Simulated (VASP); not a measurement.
Input of a VASP 6.6.1 run:

File INCAR:

```
ALGO = Normal ; EDIFF = 1E-6
ENCUT = 520 ; GGA = PE
ISIF = 2 ; ISMEAR = 0
LASPH = T ; LCHARG = F
LREAL = F ; LWAVE = F
NBANDS = 21 ; NELM = 100
PREC = Accurate ; SIGMA = 0.1
```

The input KPOINTS:

```
k-points
0
Gamma
  12 12 8
```

POSCAR

```
Sn
1.0
    3.3842760539      0.0000000000      0.0000000000
   -1.6921380270      2.9308690361      0.0000000000
    0.0000000000      0.0000000000      5.5912329729
Sn
2
Direct
    0.3333333333      0.6666666667      0.2500000000
    0.6666666667      0.3333333333      0.7500000000
```

Potentials or basis: VASP PAW PBE potentials, release 64 (Sn_d).

Run with:

```console
$ cat potpaw_PBE.64/Sn_d/POTCAR > POTCAR
$ mpirun -np 1 vasp_std > vasp.out
```

(1) Estimate the band gap on the k mesh.

(2) What does it give for the pressure?

## Answers

(1) zero (bands 14 and 15 overlap by 8.22 eV).

(2) 0.0 GPa.

Caveat: spin-orbit coupling is left out, which moves the levels of the heavy elements.
